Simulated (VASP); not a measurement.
Crystal: CsAs.

```
As Cs
1.0
     3.99911    0.00000    0.00000
     0.00000    3.99911    0.00000
     0.00000    0.00000    3.99911
As Cs
1 1
Direct
  0.00000 0.00000 0.00000
  0.50000 0.50000 0.50000
```

- Program: VASP 6.6.1
- Task: relaxation of cell and atoms
- Functional: r2SCAN
- Potentials or basis: VASP PAW PBE potentials, release 64 (As, Cs_sv)
- Cutoff: 550 eV
- k mesh: 9 × 9 × 9
- Occupations: methfessel-paxton, width 0.2969 eV
- Spin: no spin polarisation

At the start: pressure 5.3 GPa; volume 31.98 Å³/atom.

Q: Where does the relaxation end?

A: Over 4 steps the energy falls by 96.3 meV/atom and the volume is 39.05 Å³/atom (+22.1 %); space group Pm-3m (No. 221, to 0.1 Å) before and after.

The path:
```csv
step,energy change (eV),largest force (eV/Å),pressure (GPa),volume (Å³)
1,0.0000,0.0000,5.26,63.96
2,-0.1816,0.0000,0.96,74.17
3,-0.1918,0.0000,-0.23,79.14
4,-0.1927,0.0000,-0.02,78.10
```

Final structure:
```xyz
2
Lattice="4.2745 0.0000 0.0000 0.0000 4.2745 0.0000 0.0000 0.0000 4.2745" Properties=species:S:1:pos:R:3 pbc="T T T"
As    0.0000    0.0000    0.0000
Cs    2.1373    2.1373    2.1373
```

Caveat: the volume moved by over 15 % at a fixed basis, so the end points are rough; the PAW data sets were made with another functional, which shifts forces and pressure a little.
